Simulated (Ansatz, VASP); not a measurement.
## Li2AlO2 in VASP and in Ansatz

```
Li Al O
1.0
     3.20000    0.00000    0.00000
    -1.60000    2.77128    0.00000
     0.00000    0.00000    5.90000
Li Al O
2 1 2
Direct
  0.66667 0.33333 0.38000
  0.33333 0.66667 0.62000
  0.00000 0.00000 0.00000
  0.33333 0.66667 0.20000
  0.66667 0.33333 0.80000
```

Alike in both runs: task relaxation of cell and atoms; functional PBE; k mesh 6 × 6 × 3; occupations gaussian, width 0.2 eV; no spin polarisation.

|  | VASP | Ansatz |
| --- | --- | --- |
| version | VASP 6.6.1 | Ansatz 0.2.0 |
| potentials or method | VASP PAW PBE potentials, release 64 (Li_sv, Al, O), cutoff 600 eV | scalar-relativistic, plane waves, PAW |
| valence electrons in the cell | 21 | 21 |

Ansatz gave:

```
gap on the k mesh at the Fermi level, each at its own relaxed structure (eV) : none
relaxed volume (Å³/atom)                                                     : 10.37
relaxed length of the cell vector where the two differ most in proportion (Å)              : 7.468
```

Problem. What did VASP give for the same quantities?

Solution. gap on the k mesh at the Fermi level, each at its own relaxed structure (eV): none; relaxed volume (Å³/atom): 10.25; relaxed length of the cell vector where the two differ most in proportion (Å): 7.379.

A gap of «none» marks a metal or a gap that the smearing closes.

The k mesh is coarse, so the values compare programs but aren't converged. Noted on VASP's run: the cutoff is under 1.25 times that of the potentials, so the pressure is a little rough.
